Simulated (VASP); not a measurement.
# Ag (P6_3/mmc) in VASP: notebook

Aim: see how the results for Ag move with the level of theory and the settings. Levels: PBEsol, PBEsol+U. Tasks: single point.

Everything below comes from runs of VASP 6.6.1. Logs are shortened: lines on timing, memory, paths and dates and some standing lists are left out, and cuts for length are marked.

## (1) The cell of the first run

It takes space group P6_3/mmc (No. 194, hexagonal). The conventional cell has a = 2.871 Å, b = 2.871 Å, c = 9.338 Å, α = 90.00°, β = 90.00°, γ = 120.00°. Ag (site symmetry -6m2) has 12 Ag at 2.86 to 2.87 Å within 3.8 Å. Ag (site symmetry -3m) has 12 Ag at 2.86 to 2.87 Å within 3.8 Å.

This isn't the form of Ag at room conditions, which is fcc.

## (2) Single point, PBEsol

Input file INCAR:

```
SYSTEM = Ag
PREC = Accurate ; ENCUT = 520
EDIFF = 1E-6 ; ISMEAR = 0
SIGMA = 0.1 ; LREAL = .FALSE.
LASPH = .TRUE. ; NELM = 100
ALGO = Fast ; ISIF = 2
LWAVE = .FALSE. ; LCHARG = .TRUE.
GGA = PS ; LELF = .TRUE.
LVHAR = .TRUE. ; NBANDS = 30
```

Input file KPOINTS:

```
regular mesh
0
G
  18 18 4
  0 0 0
```

Input file POSCAR:

```
Ag
1.0
    2.8709531726      0.0000000000      0.0000000000
   -1.4354765863      2.4863183806      0.0000000000
    0.0000000000      0.0000000000      9.3380588684
Ag
4
Direct
    0.3333333333      0.6666666667      0.2500000000
    0.6666666667      0.3333333333      0.7500000000
    0.0000000000      0.0000000000      0.0000000000
    0.0000000000      0.0000000000      0.5000000000
```

Potentials or basis: VASP PAW PBE potentials, release 64 (Ag).

Command:

```
cat potpaw_PBE.64/Ag/POTCAR > POTCAR
mpirun -np 1 vasp_std > vasp.out
```

OUTCAR:

```text
SYSTEM = Ag
   PREC = Accurate
   ENCUT = 520
   EDIFF = 1E-6
   ISMEAR = 0
   LREAL = .FALSE.
   LASPH = .TRUE.
   NELM = 100
   ISIF = 2
   GGA = PS

 ion  position               nearest neighbor table
   1  0.333  0.667  0.250-   3 2.86   4 2.86   3 2.86   4 2.86   3 2.86   4 2.86
   2  0.667  0.333  0.750-   3 2.86   4 2.86   3 2.86   4 2.86   3 2.86   4 2.86
   3  0.000  0.000  0.000-   1 2.86   2 2.86   2 2.86   1 2.86   2 2.86   1 2.86
   4  0.000  0.000  0.500-   1 2.86   2 2.86   2 2.86   1 2.86   2 2.86   1 2.86

  LATTYP: Found a hexagonal cell.
 ALAT       =     2.8709531726
 C/A-ratio  =     3.2525988085

  Lattice vectors:

 A1 = (   2.8709531726,   0.0000000000,   0.0000000000)
 A2 = (  -1.4354765863,   2.4863183806,   0.0000000000)
 A3 = (   0.0000000000,   0.0000000000,   9.3380588684)

Analysis of symmetry for initial positions (statically):
=====================================================================
 Subroutine PRICEL returns:
 Original cell was already a primitive cell.

 Routine SETGRP: Setting up the symmetry group for a
 hexagonal supercell.

 Subroutine GETGRP returns: Found 24 space group operations
 (whereof 12 operations were pure point group operations)
 out of a pool of 24 trial point group operations.

The static configuration has the point symmetry D_3d.
 The point group associated with its full space group is D_6h.

Analysis of symmetry for dynamics (positions and initial velocities):
=====================================================================
 Subroutine PRICEL returns:
 Original cell was already a primitive cell.

 Routine SETGRP: Setting up the symmetry group for a
 hexagonal supercell.

 Subroutine GETGRP returns: Found 24 space group operations
 (whereof 12 operations were pure point group operations)
 out of a pool of 24 trial point group operations.

The dynamic configuration has the point symmetry D_3d.
 The point group associated with its full space group is D_6h.

 Subroutine INISYM returns: Found 24 space group operations
 (whereof 12 operations are pure point group operations),
 and found     1 'primitive' translations

----------------------------------------------------------------------------------------

                                     Primitive cell

  volume of cell :      66.6560

  direct lattice vectors                    reciprocal lattice vectors
[... 86 lines left out ...]
   LNONCOLLINEAR =      F non collinear calculations
   LSORBIT =      F    spin-orbit coupling
   LASPH  =      T    aspherical Exc in radial PAW
   ENCUT  =  520.0 eV  38.22 Ry    6.18 a.u.   5.34  5.34 17.36*2*pi/ulx,y,z
   NELM   =    100;   NELMIN=  2; NELMDL= -5     # of ELM steps
   EDIFF  = 0.1E-05   stopping-criterion for ELM
   LREAL  =      F    real-space projection
   EDIFFG = 0.1E-04   stopping-criterion for IOM
   NSW    =      0    number of steps for IOM
   IBRION =     -1    ionic relax: 0-MD 1-quasi-New 2-CG
   NFREE  =      0    steps in history (QN), initial steepest desc. (CG)
   ISIF   =      2    stress and relaxation
   ISYM   =      2    0-nonsym 1-usesym 2-fastsym
   POTIM  = 0.5000    time-step for ionic-motion
   TEBEG  =    0.0;   TEEND  =   0.0 temperature during run
   PSTRESS=    0.0 pullay stress
   NELECT =      44.0000    total number of electrons
   NUPDOWN=      -1.0000    fix difference up-down
   EMIN   =  10.00;   EMAX   =-10.00  energy-range for DOS
   EFERMI =   0.00;   METHOD = LEGACY
   ISMEAR =     0;   SIGMA  =   0.10  broadening in eV -4-tet -1-fermi 0-gaus
   EFERMI_NEDOS =   21; number of points for ismear=-14 and -15
   IALGO  =     68    algorithm
   IMIX   =      4    mixing-type and parameters
     AMIX     =   0.40;   BMIX     =  1.00
     AMIX_MAG =   1.60;   BMIX_MAG =  1.00
  volume/ion in A,a.u.               =      16.66       112.45
  Fermi-wavevector in a.u.,A,eV,Ry     =   1.425430  2.693672 27.645008  2.031851
  Thomas-Fermi vector in A             =   2.545815
   LORBIT       =      0    0 simple, 1 ext, 2 COOP (PROOUT), +10 PAW based schemes
   GGA     = PS    functional components
   LHFCALC =     F    Hartree Fock is set to
   AEXX    =    0.0000 exact exchange contribution
   IVDW    =     0    specifies the selected vdW correction
   LEPSILON=     F    determine dielectric tensor
   LRPA    =     F    only Hartree local field effects (RPA)
 non-spin polarized calculation
 RMM-DIIS sequential band-by-band and
 Gauss-broadening in eV      SIGMA  =   0.10
  energy-cutoff  :      520.00
  volume of cell :       66.66
 maximum number of plane-waves:      1817
 NGX is ok and might be reduce to    24
   NGX = 11   NGY = 11   NGZ = 35

 number of electron      43.9999983 magnetization

 Free energy of the ion-electron system (eV)
  ---------------------------------------------------
  ext. energy  EPLUGINS =         0.00000000
  ---------------------------------------------------
  free energy    TOTEN  =       -13.22767832 eV

  energy without entropy =      -13.22357964  energy(sigma->0) =      -13.22562898

 E-fermi :   8.5558     XC(G=0): -12.5492

 val. band max:        8.5483578977   @ k =   0.3889   0.0556   0.0000
 cond. band min:       8.5680067352   @ k =   0.4444   0.0556   0.5000
 fundamental gap:      0.0196488374
 Fermi energy:         8.5557989483

 k-point     1 :       0.0000    0.0000    0.0000
  band No.  band energies     occupation
      1       0.5519      2.00000
      2       1.9930      2.00000
      3       1.9982      2.00000
      4       2.0167      2.00000
      5       3.6809      2.00000
      6       3.6809      2.00000
[... 781 lines left out ...]
     29      17.6173      0.00000
     30      18.7317      0.00000

 [... further k-points ...]
[... 5 lines left out ...]
  --------------------------------------------------------------------------------------
  -------------------------------------------------------------------------------------
  Total       -0.1103423     -0.1103423     -0.1144370      0.0000000      0.0000000      0.0000000
  in kB       -2.6522429     -2.6522429     -2.7506634      0.0000000      0.0000000      0.0000000
  external PRESSURE =      -2.6850498 kB  Pullay stress =       0.0000000 kB

 VOLUME and BASIS-vectors are now :
 -----------------------------------------------------------------------------
  energy-cutoff  :      520.00
  volume of cell :       66.66
      direct lattice vectors                 reciprocal lattice vectors
     2.870953173  0.000000000  0.000000000     0.348316374  0.201100552  0.000000000
    -1.435476586  2.486318381  0.000000000     0.000000000  0.402201105  0.000000000
     0.000000000  0.000000000  9.338058868     0.000000000  0.000000000  0.107088637

 POSITION                                       TOTAL-FORCE (eV/Angst)
 -----------------------------------------------------------------------------------
     -0.00000      1.65755      2.33451        -0.000000      0.000000      0.000000
      1.43548      0.82877      7.00354         0.000000     -0.000000      0.000000
      0.00000      0.00000      0.00000         0.000000      0.000000     -0.000000
      0.00000      0.00000      4.66903         0.000000      0.000000     -0.000000
 -----------------------------------------------------------------------------------
    total drift:                               -0.000000      0.000000      0.000000

  FREE ENERGIE OF THE ION-ELECTRON SYSTEM (eV)
  ---------------------------------------------------
  free  energy   TOTEN  =       -13.2276783236 eV

  energy  without entropy=      -13.2235796369  energy(sigma->0) =      -13.22562898
```

OSZICAR:

```text
N       E                     dE             d eps       ncg     rms          rms(c)
DAV:   1     0.297453002521E+03    0.29745E+03   -0.22722E+04  6660   0.146E+03
DAV:   2    -0.789829034808E+01   -0.30535E+03   -0.28963E+03  6906   0.338E+02
DAV:   3    -0.146279634188E+02   -0.67297E+01   -0.66903E+01  7644   0.571E+01
DAV:   4    -0.146584275596E+02   -0.30464E-01   -0.30460E-01  7236   0.373E+00
DAV:   5    -0.146587201709E+02   -0.29261E-03   -0.29261E-03  7602   0.393E-01    0.118E+01
RMM:   6    -0.132819695681E+02    0.13768E+01   -0.39783E+00  6664   0.133E+01    0.691E+00
RMM:   7    -0.132422386977E+02    0.39731E-01   -0.12664E-01  6848   0.225E+00    0.382E+00
RMM:   8    -0.132279170093E+02    0.14322E-01   -0.10921E-02  7031   0.787E-01    0.466E-01
RMM:   9    -0.132276728878E+02    0.24412E-03   -0.19847E-03  7219   0.290E-01    0.106E-01
RMM:  10    -0.132276892381E+02   -0.16350E-04   -0.21801E-04  7320   0.834E-02    0.988E-02
RMM:  11    -0.132276801588E+02    0.90793E-05   -0.26987E-05  7294   0.312E-02    0.619E-02
RMM:  12    -0.132276778444E+02    0.23144E-05   -0.22084E-05  7212   0.315E-02    0.799E-03
RMM:  13    -0.132276783236E+02   -0.47921E-06   -0.26919E-06  4866   0.985E-03
   1 F= -.13227678E+02 E0= -.13225629E+02  d E =-.409869E-02
```

Wall time 4.9 min (1 thread of Intel Xeon 8259CL, shared host); peak memory 0.3 GiB.

What came out:

| Item | Value |
| --- | --- |
| Free energy | -13.2277 eV |
| Pressure | -0.3 GPa |
| Band gap on the k mesh | zero (bands 22 and 23 overlap by 6.52 eV) |

Levels at points of the mesh, in eV from the Fermi level:
```tsv
k point	band 19	band 20	band 21	band 22	band 23	band 24	band 25	band 26
(0.00, 0.00, 0.00)	-3.65	-3.41	-3.41	-2.99	-2.99	-0.49	3.76	11.35
(0.50, 0.00, 0.00)	-2.79	-2.76	-0.30	0.63	1.01	1.54	4.41	4.48
(0.00, 0.00, 0.50)	-3.17	-3.17	-3.17	-3.17	-2.56	-2.56	6.65	6.65
(0.50, 0.00, 0.50)	-2.81	-2.81	0.18	0.18	1.38	1.38	4.83	4.83
```

Caveat: the PAW data sets were made with another functional, which shifts forces and pressure a little.

(Continued in part 2 of 2.)

The gap in the log of VASP goes by the Fermi energy; the results here count the filled bands.